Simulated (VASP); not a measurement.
## NaScSi: single point with PBE

The system is NaScSi.

```
Sc Si Na
1.0
     0.00000    4.12610    0.00000
     4.12610    0.00000    0.00000
     2.06305    2.06305   -7.54431
Sc Si Na
2 2 2
Direct
  0.50000 0.00000 0.00000
  0.00000 0.50000 0.00000
  0.12000 0.12000 0.76000
  0.88000 0.88000 0.24000
  0.32490 0.32490 0.35020
  0.67510 0.67510 0.64980
```

* Program: VASP 6.6.1
* Task: single point
* Functional: PBE
* Potentials or basis: VASP PAW PBE potentials, release 64 (Sc_sv, Si, Na_pv)
* Cutoff: 520 eV
* k mesh: 9 × 9 × 9
* Occupations: fermi-dirac, width 0.1 eV
* Spin: no spin polarisation

```yaml
Pressure: 6.3 GPa
Largest_force: 0.509 eV/Å
Band_gap_on_the_k_mesh: zero (bands 22 and 23 overlap by 1.02 eV)
```

Forces on the atoms (eV/Å):
```
Sc   0.000  0.000  0.000
Sc   0.000  0.000  0.000
Si   0.000  0.000 -0.106
Si   0.000  0.000  0.106
Na   0.000  0.000 -0.509
Na   0.000  0.000  0.509
```

Stress tensor (GPa, compression positive):
```
7.32 0.00 0.00
0.00 7.32 0.00
0.00 0.00 4.22
```

Levels at points of the mesh, in eV from the Fermi level:
```
           k point  band 18  band 19  band 20  band 21  band 22  band 23  band 24  band 25  band 26  band 27
(0.00, 0.00, 0.00)    -1.94    -1.06    -1.06    -0.08     0.66     0.66     0.92     1.11     1.99     3.12
```

Wall time 3.3 min on 1 thread of Intel(R) Xeon(R) Platinum 8259CL CPU @ 2.50GHz (Skylake/Cascade Lake), with other jobs on the host, peak memory 0.41 GiB.

Caveat: the cell stands under pressure.
